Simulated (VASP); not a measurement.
Wanted: the native input for a VASP 6.6.1 run.

```yaml
Task: single point
Functional: PBE
Potentials_or_basis: VASP PAW PBE potentials, release 64 (Mg, Te)
Cutoff: 520 eV
k_mesh: 3 × 3 × 3
Occupations: gaussian, width 0.2 eV
Spin: no spin polarisation
Dipole_correction: no
Further_INCAR_settings: ALGO = Normal; EDIFF = 1e-07; NBANDS = 20
```

The structure of Mg5Te2 lies in POSCAR:

```
Mg5Te2
1.0
    3.0505984012      1.7612638081      5.7290291426
   -3.0505984012      1.7612638081      5.7290291426
    0.0000000000     -3.5225276163      5.7290291426
Mg Te
5 2
Direct
    0.4673433665      0.9745001325      0.4673433665
    0.4673433665      0.4673433665      0.9745001325
    0.9745001325      0.4673433665      0.4673433665
    0.4733917145      0.4733917145      0.4733917145
    0.1476253022      0.1476253022      0.1476253022
    0.7731142607      0.7731142607      0.7731142607
    0.9843169971      0.9843169971      0.9843169971
```

These files were run (other wordings do the same):

INCAR

```
PREC     = Accurate       # precision mode
ENCUT    = 520            # plane-wave cutoff, eV
EDIFF    = 1E-7           # SCF threshold, eV
ISMEAR   = 0              # smearing method
SIGMA    = 0.2            # smearing width, eV
LREAL    = F              # projectors in reciprocal space
LASPH    = T              # aspherical terms in the spheres
NELM     = 60             # most SCF steps
ALGO     = Normal         # electronic algorithm
ISIF     = 2              # what is computed and relaxed
LWAVE    = F              # write WAVECAR
LCHARG   = F              # write CHGCAR
GGA      = PE             # functional
NBANDS   = 20             # bands
```

KPOINTS

```
regular mesh
0
Gamma
  3 3 3
```

Potentials or basis: VASP PAW PBE potentials, release 64 (Mg, Te).

Launch:

```sh
$ cat potpaw_PBE.64/Mg/POTCAR potpaw_PBE.64/Te/POTCAR > POTCAR
$ mpirun -np 1 vasp_std > vasp.out
```

Results of the run:

```yaml
Pressure: -0.1 GPa
Largest_force: 0.039 eV/Å
Band_gap_on_the_k_mesh: zero (band 11 reaches 4.22 eV, above the bottom of band 12 at 3.65 eV)
```

Caveat: the k points lie up to 0.41 Å⁻¹ apart; spin-orbit coupling is left out, which moves the levels of the heavy elements.

Wall time 23 s on 1 thread of Intel(R) Xeon(R) 6975P-C (Granite Rapids) (shared host), peak memory 0.35 GiB.
